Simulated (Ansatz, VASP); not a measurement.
This is a calculation of Mg2NCl for VASP 6.6.1.

The input INCAR:

```
PREC     = Accurate       # precision mode
ENCUT    = 520            # plane-wave cutoff, eV
EDIFF    = 1E-7           # SCF threshold, eV
ISMEAR   = -1             # smearing method
SIGMA    = 0.05           # smearing width, eV
LREAL    = False          # projectors in reciprocal space
LASPH    = True           # aspherical terms in the spheres
NELM     = 100            # most SCF steps
ALGO     = Normal         # electronic algorithm
ISIF     = 2              # what is computed and relaxed
LWAVE    = False          # write WAVECAR
LCHARG   = False          # write CHGCAR
GGA      = PE             # functional
NBANDS   = 16             # bands
```

Contents of KPOINTS:

```
regular mesh
0
Gamma
  9 9 9
```

The input POSCAR:

```
Mg2NCl
1.0
    1.6495208667      0.9523513164      5.9626873498
   -1.6495208667      0.9523513164      5.9626873498
    0.0000000000     -1.9047026329      5.9626873498
Cl Mg N
1 2 1
Direct
    0.0000000000      0.0000000000      0.0000000000
    0.7771850000      0.7771850000      0.7771850000
    0.2228150000      0.2228150000      0.2228150000
    0.5000000000      0.5000000000      0.5000000000
```

Potentials or basis: VASP PAW PBE potentials, release 64 (Cl, Mg, N).

Launch:

```console
$ cat potpaw_PBE.64/Cl/POTCAR potpaw_PBE.64/Mg/POTCAR potpaw_PBE.64/N/POTCAR > POTCAR
$ mpirun -np 1 vasp_std > vasp.out
```

Task: Set up the same calculation for Ansatz 0.2.0. Potentials there: Ansatz PAW.

Result: As run (the cutoff follows the program's own potentials):

The input input.yaml:

```yaml
crystal:
  lattice:
    - [1.6495208667, 0.9523513164, 5.9626873498]
    - [-1.6495208667, 0.9523513164, 5.9626873498]
    - [0.0, -1.9047026329, 5.9626873498]
  atoms:
    - { symbol: Cl, position: [0.0, 0.0, 0.0] }
    - { symbol: Mg, position: [0.777185, 0.777185, 0.777185] }
    - { symbol: Mg, position: [0.222815, 0.222815, 0.222815] }
    - { symbol: "N", position: [0.5, 0.5, 0.5] }
hamiltonian:
  xc: pbe
  pseudopotentials: { kind: paw }
kpoints:
  mp_grid: { grid: [9, 9, 9] }
scf:
  occupations: { method: fermi_dirac, width: 0.05 }
output:
  forces: true
  stress: true
  eigenvalues: true
```

Potentials or basis: Ansatz PAW.

Launch:

```bash
$ ansatz run input.yaml --threads 2 --pin off --max-ram 5120MiB --backend cpu --events-out ev --progress --plain --runs-dir out
```

Both were run:

|  | VASP | Ansatz | Ansatz less VASP |
| --- | --- | --- | --- |
| gap on the k mesh at the Fermi level (eV) | 2.34 | 2.38 | +0.042 |
| least direct gap on the mesh (eV) | 2.34 | 2.38 | +0.042 |
| pressure (GPa) | 1.4 | 1.7 | +0.35 |
| traceless stress, the component that is largest in VASP (GPa) | -0.19 | -0.08 | +0.109 |
| rms of the force components (eV/Å) | 0.011 | 0.032 | +0.0202 |

Atom by atom the forces differ by 0.020 eV/Å (rms over components). VASP's potentials hold 16 valence electrons a cell and Ansatz's 32, so a difference there can come from the potentials and not from the codes.

Noted on Ansatz's run: odd divisions of the mesh miss points on the zone boundary, where band edges often lie, so the gap on the mesh can be too wide.
